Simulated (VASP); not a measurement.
La2O3: single point with PBEsol

The system is La2O3.

```xyz
5
Lattice="6.2668 0.0000 0.0000 -3.1334 5.4272 0.0000 0.0000 0.0000 3.2998" Properties=species:S:1:pos:R:3 pbc="T T T"
La    0.0000    3.6181    1.6499
La    3.1334    1.8091    1.6499
O     1.5416    2.6701    0.0000
O    -1.5918    2.7571    0.0000
O     3.1836    0.0000    0.0000
```

```json
{
 "Program": "VASP 6.6.1",
 "Task": "single point",
 "Functional": "PBEsol",
 "Potentials or basis": "VASP PAW PBE potentials, release 64 (La, O)",
 "Cutoff": "520 eV",
 "k mesh": "6 × 6 × 6",
 "Occupations": "gaussian, width 0.1 eV",
 "Spin": "no spin polarisation",
 "Dipole correction": "no",
 "Further INCAR settings": "ALGO = Normal; EDIFF = 1e-06; NBANDS = 28"
}
```

- Pressure: -1.2 GPa
- Largest force: 0.062 eV/Å
- Band gap on the k mesh: 1.46 eV (least direct gap 1.98 eV)

Forces in eV/Å, atoms in the order of the input:
```
La   0.000  0.000  0.000
La   0.000  0.000  0.000
O    0.031  0.054  0.000
O    0.031 -0.054  0.000
O   -0.062  0.000  0.000
```

Stress tensor (GPa, compression positive):
```
 0.07  0.00  0.00
 0.00  0.07  0.00
 0.00  0.00 -3.76
```

Levels at points of the mesh, in eV from the valence-band top:
| k point | band 16 | band 17 | band 18 | band 19 | band 20 | band 21 | band 22 | band 23 | band 24 | band 25 |
| --- | --- | --- | --- | --- | --- | --- | --- | --- | --- | --- |
| (0.00, 0.00, 0.00) | -1.96 | -1.03 | -1.03 | -0.73 | -0.51 | 1.46 | 3.50 | 4.01 | 4.01 | 4.84 |
| (0.50, 0.00, 0.00) | -1.75 | -1.68 | -1.19 | -1.16 | -0.97 | 2.62 | 3.50 | 4.31 | 4.40 | 4.44 |
| (0.00, 0.00, 0.50) | -1.51 | -1.20 | -1.20 | -0.34 | 0.00 | 4.34 | 4.37 | 4.39 | 4.39 | 4.42 |
| (0.50, 0.00, 0.50) | -1.84 | -1.63 | -1.42 | -0.69 | -0.65 | 4.31 | 4.44 | 4.45 | 4.50 | 4.59 |

Run time: 110 s on 1 thread of Intel(R) Xeon(R) Platinum 8375C CPU @ 2.90GHz (Ice Lake), with other jobs on the host, peak memory 0.29 GiB.

Caveat: the PAW data sets were made with another functional, which shifts forces and pressure a little; spin-orbit coupling is left out, which moves the levels of the heavy elements. A k mesh can miss the band edges.
